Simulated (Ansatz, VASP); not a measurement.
Ga2O3 in VASP and in Ansatz

The input POSCAR:

```
Ga2O3
1.0
    2.4997250000      1.4432169000      4.5003166700
   -2.4997250000      1.4432169000      4.5003166700
    0.0000000000     -2.8864338000      4.5003166700
Ga O
4 6
Direct
    0.8559600000      0.8559600000      0.8559600000
    0.6440400000      0.6440400000      0.6440400000
    0.1440400000      0.1440400000      0.1440400000
    0.3559600000      0.3559600000      0.3559600000
    0.0526000000      0.4474000000      0.7500000000
    0.7500000000      0.0526000000      0.4474000000
    0.4474000000      0.7500000000      0.0526000000
    0.9474000000      0.5526000000      0.2500000000
    0.2500000000      0.9474000000      0.5526000000
    0.5526000000      0.2500000000      0.9474000000
```

INCAR.step1

```
PREC = Accurate
ENCUT = 520
ISMEAR = 0
SIGMA = 0.1
LREAL = F
LASPH = T
NELM = 60
NBANDS = 55
GGA = PE
ALGO = Normal
EDIFF = 1E-4
LWAVE = T
LCHARG = F
```

File INCAR.step2:

```
PREC = Accurate
ENCUT = 520
EDIFF = 1E-7
ISMEAR = 0
SIGMA = 0.1
LREAL = F
LASPH = T
NELM = 60
ALGO = Normal
ISIF = 2
LWAVE = F
LCHARG = T
METAGGA = R2SCAN
LMIXTAU = T
LELF = T
LVHAR = T
NBANDS = 55
ISTART = 1
```

Contents of KPOINTS:

```
Automatic mesh
0
Gamma
  6 6 6
```

Input for Ansatz:

```yaml
crystal:
  lattice:
    - [2.499725, 1.4432169, 4.50031667]
    - [-2.499725, 1.4432169, 4.50031667]
    - [0.0, -2.8864338, 4.50031667]
  atoms:
    - { symbol: Ga, position: [0.85596, 0.85596, 0.85596] }
    - { symbol: Ga, position: [0.64404, 0.64404, 0.64404] }
    - { symbol: Ga, position: [0.14404, 0.14404, 0.14404] }
    - { symbol: Ga, position: [0.35596, 0.35596, 0.35596] }
    - { symbol: O, position: [0.0526, 0.4474, 0.75] }
    - { symbol: O, position: [0.75, 0.0526, 0.4474] }
    - { symbol: O, position: [0.4474, 0.75, 0.0526] }
    - { symbol: O, position: [0.9474, 0.5526, 0.25] }
    - { symbol: O, position: [0.25, 0.9474, 0.5526] }
    - { symbol: O, position: [0.5526, 0.25, 0.9474] }
basis:
  ecutwfc: 500
kpoints:
  mp_grid: { grid: [6, 6, 6] }
hamiltonian:
  xc: r2scan
  pseudopotentials: { kind: paw, azcp: { folder: soft_1 } }
scf:
  occupations: { method: gaussian, width: 0.1 }
output:
  forces: true
  stress: true
  eigenvalues: true
```

Alike in both runs: task single point; functional r2SCAN; k mesh 6 × 6 × 6; occupations gaussian, width 0.1 eV; no spin polarisation.

```csv
,VASP,Ansatz
version,VASP 6.6.1,Ansatz 0.2.0
potentials or method,"VASP PAW PBE potentials, release 64 (Ga_d, O), cutoff 520 eV","scalar-relativistic, plane waves, PAW"
valence electrons in the cell,88,88
```

Ansatz gave:

```
gap on the k mesh at the Fermi level (eV)                     : 3.44
least direct gap on the mesh (eV)                             : 3.69
pressure (GPa)                                                : -2.4
traceless stress, the component that is largest in VASP (GPa) : -0.38
rms of the force components (eV/Å)                            : 0.044
```

**Question.** What did VASP give for the same quantities?

**Answer.** gap on the k mesh at the Fermi level (eV): 3.42; least direct gap on the mesh (eV): 3.67; pressure (GPa): -0.5; traceless stress, the component that is largest in VASP (GPa): -0.82; rms of the force components (eV/Å): 0.045.

VASP's potentials were made for PBE, not for r2SCAN. Atom by atom the forces differ by 0.022 eV/Å (rms over components).
